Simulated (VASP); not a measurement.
# TlPt3C (Pm-3m) in VASP: further runs, part 2 of 2

VASP 6.6.1. Earlier steps stand in the parts before.

## 3. Single point, r2SCAN

This run uses another cell than the first one, of 15.42 Å³/atom.

POSCAR

```
TlPt3C
1.0
    4.2564011831      0.0000000000      0.0000000000
    0.0000000000      4.2564011831      0.0000000000
    0.0000000000      0.0000000000      4.2564011831
Tl C Pt
1 1 3
Direct
    0.0000000000      0.0000000000      0.0000000000
    0.5000000000      0.5000000000      0.5000000000
    0.5000000000      0.5000000000      0.0000000000
    0.0000000000      0.5000000000      0.5000000000
    0.5000000000      0.0000000000      0.5000000000
```

INCAR.step1

```
PREC = Accurate
ENCUT = 520
ISMEAR = 0
SIGMA = 0.1
LREAL = False
LASPH = True
NELM = 80
NBANDS = 32
GGA = PE
ALGO = Normal
EDIFF = 1E-4
LWAVE = True
LCHARG = False
```

INCAR.step2

```
PREC = Accurate
ENCUT = 520
EDIFF = 1E-6
ISMEAR = 0
SIGMA = 0.1
LREAL = False
LASPH = True
NELM = 80
ALGO = Normal
ISIF = 2
LWAVE = False
LCHARG = False
METAGGA = R2SCAN
LMIXTAU = True
NBANDS = 32
ISTART = 1
```

KPOINTS

```
Automatic mesh
0
Gamma
  5 5 5
```

Potentials or basis: VASP PAW PBE potentials, release 64 (Tl_d, C, Pt).

Launch:

```bash
> cat potpaw_PBE.64/Tl_d/POTCAR potpaw_PBE.64/C/POTCAR potpaw_PBE.64/Pt/POTCAR > POTCAR
> cp INCAR.step1 INCAR
> mpirun -np 1 vasp_std > vasp.out
> cp INCAR.step2 INCAR
> mpirun -np 1 vasp_std > vasp.out
```

It took 69 s on 1 thread of Intel Xeon 8259CL, shared host; peak memory 0.2 GiB.

It converged, with:

* Free energy: -215.3701 eV
* Pressure: 0.7 GPa
* Band gap on the k mesh: zero (an odd number of electrons rules out a gap without spin polarisation)

Levels at points of the mesh, in eV from the Fermi level:
```csv
k point,band 21,band 22,band 23,band 24,band 25,band 26,band 27,band 28
"(0.00, 0.00, 0.00)",-0.87,-0.83,-0.83,-0.83,1.68,2.15,2.15,2.15
```

Caveat: the PAW data sets were made with another functional, which shifts forces and pressure a little; spin-orbit coupling is left out, which moves the levels of the heavy elements.

## 4. Single point, r2SCAN

This run uses another cell than the first one, of 15.42 Å³/atom.

POSCAR is that of step 3.

INCAR.step1

```
SYSTEM = TlPt3C
PREC = Accurate
ENCUT = 520
ISMEAR = 0
SIGMA = 0.1
LREAL = .FALSE.
LASPH = .TRUE.
NELM = 60
NBANDS = 32
GGA = PE
ALGO = Normal
EDIFF = 1E-4
LWAVE = .TRUE.
LCHARG = .FALSE.
```

INCAR.step2

```
SYSTEM = TlPt3C
PREC = Accurate
ENCUT = 520
EDIFF = 1E-6
ISMEAR = 0
SIGMA = 0.1
LREAL = .FALSE.
LASPH = .TRUE.
NELM = 60
ALGO = Normal
ISIF = 2
LWAVE = .FALSE.
LCHARG = .TRUE.
METAGGA = R2SCAN
LMIXTAU = .TRUE.
LELF = .TRUE.
LVHAR = .TRUE.
NBANDS = 32
ISTART = 1
```

KPOINTS

```
Automatic mesh
0
G
  5 5 5
  0 0 0
```

Potentials or basis: VASP PAW PBE potentials, release 64 (Tl_d, C, Pt).

Launch:

```bash
> cat potpaw_PBE.64/Tl_d/POTCAR potpaw_PBE.64/C/POTCAR potpaw_PBE.64/Pt/POTCAR > POTCAR
> cp INCAR.step1 INCAR
> mpirun -np 1 vasp_std > vasp.out
> cp INCAR.step2 INCAR
> mpirun -np 1 vasp_std > vasp.out
```

OUTCAR:

```text
SYSTEM = TlPt3C
   PREC = Accurate
   ENCUT = 520
   EDIFF = 1E-6
   ISMEAR = 0
   LREAL = .FALSE.
   LASPH = .TRUE.
   NELM = 60
   ISIF = 2
   METAGGA = R2SCAN
   ISTART = 1

 ion  position               nearest neighbor table
   1  0.000  0.000  0.000-   3 3.01   4 3.01   5 3.01   4 3.01   5 3.01   3 3.01   4 3.01   4 3.01
                             3 3.01   5 3.01   5 3.01   3 3.01
   2  0.500  0.500  0.500-   3 2.13   4 2.13   5 2.13   3 2.13   5 2.13   4 2.13
   3  0.500  0.500  0.000-   2 2.13   2 2.13   4 3.01   5 3.01   1 3.01   4 3.01   5 3.01   1 3.01
                             5 3.01   5 3.01   1 3.01   4 3.01   4 3.01   1 3.01
   4  0.000  0.500  0.500-   2 2.13   2 2.13   3 3.01   5 3.01   1 3.01   3 3.01   1 3.01   5 3.01
                             1 3.01   1 3.01   3 3.01   5 3.01   3 3.01   5 3.01
   5  0.500  0.000  0.500-   2 2.13   2 2.13   3 3.01   4 3.01   1 3.01   3 3.01   1 3.01   3 3.01
                             4 3.01   3 3.01   1 3.01   4 3.01   1 3.01   4 3.01

  LATTYP: Found a simple cubic cell.
 ALAT       =     4.2564011831

  Lattice vectors:

 A1 = (   4.2564011831,   0.0000000000,   0.0000000000)
 A2 = (   0.0000000000,   4.2564011831,   0.0000000000)
 A3 = (   0.0000000000,   0.0000000000,   4.2564011831)
[... 170 lines left out ...]
 cond. band min:       9.8663223170   @ k =   0.2000   0.2000   0.2000
 fundamental gap:      0.0398126212
 Fermi energy:         9.8473029966

 k-point     1 :       0.0000    0.0000    0.0000
  band No.  band energies     occupation
      1      -5.2832      2.00000
      2      -2.5800      2.00000
      3      -2.5800      2.00000
      4      -2.5035      2.00000
      5      -2.5035      2.00000
      6      -2.5035      2.00000
[... 339 lines left out ...]
     31      18.4383      0.00000
     32      20.2784      0.00000

------------------------ aborting loop because EDIFF is reached ----------------------------------------

  FORCE on cell =-STRESS in cart. coord.  units (eV):
  Direction    XX          YY          ZZ          XY          YZ          ZX
  --------------------------------------------------------------------------------------
  -------------------------------------------------------------------------------------
  Total        0.3147620      0.3147620      0.3147620      0.0000000      0.0000000     -0.0000000
  in kB        6.5398116      6.5398116      6.5398116      0.0000000      0.0000000     -0.0000000
  external PRESSURE =       6.5398116 kB  Pullay stress =       0.0000000 kB

 VOLUME and BASIS-vectors are now :
 -----------------------------------------------------------------------------
  energy-cutoff  :      520.00
  volume of cell :       77.11
      direct lattice vectors                 reciprocal lattice vectors
     4.256401183  0.000000000  0.000000000     0.234940260  0.000000000  0.000000000
     0.000000000  4.256401183  0.000000000     0.000000000  0.234940260  0.000000000
     0.000000000  0.000000000  4.256401183     0.000000000  0.000000000  0.234940260

 POSITION                                       TOTAL-FORCE (eV/Angst)
 -----------------------------------------------------------------------------------
      0.00000      0.00000      0.00000         0.000000      0.000000      0.000000
      2.12820      2.12820      2.12820         0.000000      0.000000      0.000000
      2.12820      2.12820      0.00000         0.000000      0.000000      0.000000
      0.00000      2.12820      2.12820         0.000000      0.000000      0.000000
      2.12820      0.00000      2.12820         0.000000      0.000000      0.000000
 -----------------------------------------------------------------------------------
    total drift:                                0.000000     -0.000000     -0.000000

  FREE ENERGIE OF THE ION-ELECTRON SYSTEM (eV)
  ---------------------------------------------------
  free  energy   TOTEN  =      -215.3700537522 eV

  energy  without entropy=     -215.3541638533  energy(sigma->0) =     -215.36210880
```

Wall time 71 s (1 thread of Intel Xeon 8259CL, shared host); peak memory 0.2 GiB.

Results:

| Property | Result |
| --- | --- |
| Free energy | -215.3701 eV |
| Pressure | 0.7 GPa |
| Band gap on the k mesh | zero (an odd number of electrons rules out a gap without spin polarisation) |

Caveat: the PAW data sets were made with another functional, which shifts forces and pressure a little; spin-orbit coupling is left out, which moves the levels of the heavy elements.

## 5. Single point, r2SCAN

This run uses another cell than the first one, of 15.73 Å³/atom.

Changes to POSCAR since step 4:

```diff
@@ -2,5 +2,5 @@
 1.0
-    4.2564011831      0.0000000000      0.0000000000
-    0.0000000000      4.2564011831      0.0000000000
-    0.0000000000      0.0000000000      4.2564011831
+    4.2845900920      0.0000000000      0.0000000000
+    0.0000000000      4.2845900920      0.0000000000
+    0.0000000000      0.0000000000      4.2845900920
 Tl C Pt
```

INCAR.step1

```
PREC = Accurate
ENCUT = 520
ISMEAR = 0
SIGMA = 0.1
LREAL = False
LASPH = True
NELM = 80
NBANDS = 32
GGA = PE
ALGO = Normal
EDIFF = 1E-4
LWAVE = True
LCHARG = False
```

INCAR.step2

```
PREC = Accurate
ENCUT = 520
EDIFF = 1E-7
ISMEAR = 0
SIGMA = 0.1
LREAL = False
LASPH = True
NELM = 80
ALGO = Normal
ISIF = 2
LWAVE = False
LCHARG = False
METAGGA = R2SCAN
LMIXTAU = True
NBANDS = 32
ISTART = 1
```

KPOINTS

```
regular mesh
0
Gamma
  5 5 5
```

Launch:

```bash
> cat potpaw_PBE.64/Tl_d/POTCAR potpaw_PBE.64/C/POTCAR potpaw_PBE.64/Pt/POTCAR > POTCAR
> cp INCAR.step1 INCAR
> mpirun -np 1 vasp_std > vasp.out
> cp INCAR.step2 INCAR
> mpirun -np 1 vasp_std > vasp.out
```

Run time: 78 s. Hardware: 1 thread of Intel Xeon 8259CL, shared host; peak memory 0.2 GiB.

It converged, with:

| Item | Value |
| --- | --- |
| Free energy | -215.3588 eV |
| Pressure | -3.1 GPa |
| Band gap on the k mesh | zero (an odd number of electrons rules out a gap without spin polarisation) |

Levels at points of the mesh, in eV from the Fermi level:
```csv
k point,band 21,band 22,band 23,band 24,band 25,band 26,band 27,band 28
"(0.00, 0.00, 0.00)",-0.84,-0.81,-0.81,-0.81,1.58,2.21,2.21,2.21
```

Caveat: the cell stands under tension; the PAW data sets were made with another functional, which shifts forces and pressure a little; spin-orbit coupling is left out, which moves the levels of the heavy elements.

## 6. Summary

```csv
cell,gap on the mesh (eV),pressure (GPa)
"a = 4.228 Å, 5 atoms",none,4.9
"a = 4.256 Å, 5 atoms",none,0.7
"a = 4.285 Å, 5 atoms",none,-3.1
```

Alike in all rows: task single point; level r2SCAN; potentials or basis VASP PAW PBE potentials, release 64 (Tl_d, C, Pt); no spin polarisation; k mesh 5 × 5 × 5; cutoff (eV) 520; smearing gaussian 0.1 eV.

Caveats: the PAW data sets were made with another functional, which shifts forces and pressure a little; spin-orbit coupling is left out, which moves the levels of the heavy elements; the cell stands under pressure (at least some runs); the cell stands under tension (at least some runs).

Total energies depend on the potentials used, so only differences within one code and one set of settings carry meaning.
